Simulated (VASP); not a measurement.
Co2Si:

```
CELL_PARAMETERS angstrom
3.23541 0.00000 0.00000
-1.61771 2.80195 0.00000
0.00000 0.00000 3.49339
ATOMIC_POSITIONS crystal
Co 0.33333 0.66667 0.50000
Co 0.66667 0.33333 0.50000
Si 0.00000 0.00000 0.00000
```

| Property | Result |
| --- | --- |
| Program | VASP 6.6.1 |
| Task | relaxation of cell and atoms |
| Functional | PBE |
| Potentials or basis | VASP PAW PBE potentials, release 64 (Co, Si) |
| Cutoff | 600 eV |
| k mesh | 6 × 6 × 6 |
| Occupations | gaussian, width 0.1 eV |
| Spin | collinear spin, ferromagnetic start |
| Starting moments | [0.86, 0.86, 0.0] μB |

At the start: pressure 68.7 GPa; volume 10.56 Å³/atom.

**Question.** How do energy, volume and symmetry change on relaxing?

**Answer.** Over 12 steps the energy falls by 1312.2 meV/atom and the volume is 10.89 Å³/atom (+3.2 %); space group P6/mmm (No. 191, to 0.05 Å); moment 0.00 μB per cell.

Step by step:
```
step  energy change (eV)  largest force (eV/Å)  pressure (GPa)  volume (Å³)
   1              0.0000                0.0000           68.68        31.67
   2             -0.3326                0.0000          -27.81        55.72
   3             -2.4039                0.0000           -8.04        41.45
   4             -2.4047                0.0000           -7.51        41.24
   5             -2.8615                0.0000           -7.55        38.72
   6             -3.7478                0.0000           17.77        30.39
   7             -3.6423                0.0000           -5.60        34.73
   8             -3.9104                0.0000            1.81        32.60
   9             -3.9233                0.0000            5.34        31.96
  10             -3.9236                0.0000            4.15        32.16
  11             -3.9029                0.0000           -6.20        33.55
  12             -3.9365                0.0000           -0.17        32.68
```

Final structure:
```
Co Si
1.0
     3.86336    0.00000    0.00000
    -1.93168    3.34577    0.00000
     0.00000    0.00000    2.52853
Co Si
2 1
Direct
  0.33333 0.66667 0.50000
  0.66667 0.33333 0.50000
  0.00000 0.00000 0.00000
```

Caveat: the k points lie up to 0.41 Å⁻¹ apart in the final cell.
